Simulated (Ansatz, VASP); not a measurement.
Ti: VASP beside Ansatz

```
Ti
1.0
     2.95000    0.00000    0.00000
    -1.47500    2.55477    0.00000
     0.00000    0.00000    4.75629
Ti
2
Cartesian
  0.0000 1.7032 1.1891
  1.4750 0.8516 3.5672
```

Change from the starting cell: strain +0.000 along x and y, +0.015 along z, atoms carried along.

Alike in both runs: task single point; functional r2SCAN; k mesh 18 × 18 × 10; occupations gaussian, width 0.15 eV; no spin polarisation.

```csv
,VASP,Ansatz
version,VASP 6.6.1,Ansatz 0.2.0
potentials or method,"VASP PAW PBE potentials, release 64 (Ti_sv), cutoff 520 eV","scalar-relativistic, plane waves, PAW"
valence electrons in the cell,24,24
```

```tsv
	VASP	Ansatz	Ansatz less VASP
gap on the k mesh at the Fermi level (eV)	none	none	-
pressure (GPa)	-3.5	-3.8	-0.34
traceless stress, the component that is largest in VASP (GPa)	-1.56	-1.57	-0.012
```

VASP's potentials were made for PBE, not for r2SCAN. A gap of «none» marks a metal or a gap that the smearing closes. The functional is the same, so the differences come from potentials, cutoffs and numerics.
